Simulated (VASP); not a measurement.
Sn, 1 atom in the cell. Symmetry: Im-3m, No. 229, cubic system. Conventional cell: a = 3.789 Å, b = 3.789 Å, c = 3.789 Å, α = 90.00°, β = 90.00°, γ = 90.00°. Sn (site symmetry m-3m) has 14 Sn at 3.28 to 3.79 Å within 4.3 Å. 

| Quantity | Value |
| --- | --- |
| Program | VASP 6.6.1 |
| Task | single point |
| Functional | PBEsol |
| Potentials or basis | VASP PAW PBE potentials, release 64 (Sn_d) |
| Cutoff | 520 eV |
| k mesh | 11 × 11 × 11 |
| Occupations | methfessel-paxton, width 0.1 eV |
| Spin | no spin polarisation |
| Dipole correction | no |
| Further INCAR settings | ALGO = Normal; EDIFF = 1e-07; NBANDS = 13 |

Potentials or basis: VASP PAW PBE potentials, release 64 (Sn_d).

Run with:

```bash
$ cat potpaw_PBE.64/Sn_d/POTCAR > POTCAR
$ mpirun -np 1 vasp_std > vasp.out
```

Hardware: 1 thread of AMD EPYC 7R43 64-Core Processor (Zen 3) (shared host).

Question: How long does it take, and how much memory?

Answer: It took 33 s on 1 thread of AMD EPYC 7R43 64-Core Processor (Zen 3), on a shared host, peak memory 0.11 GiB. Counts: scf iterations 11, k points 56.
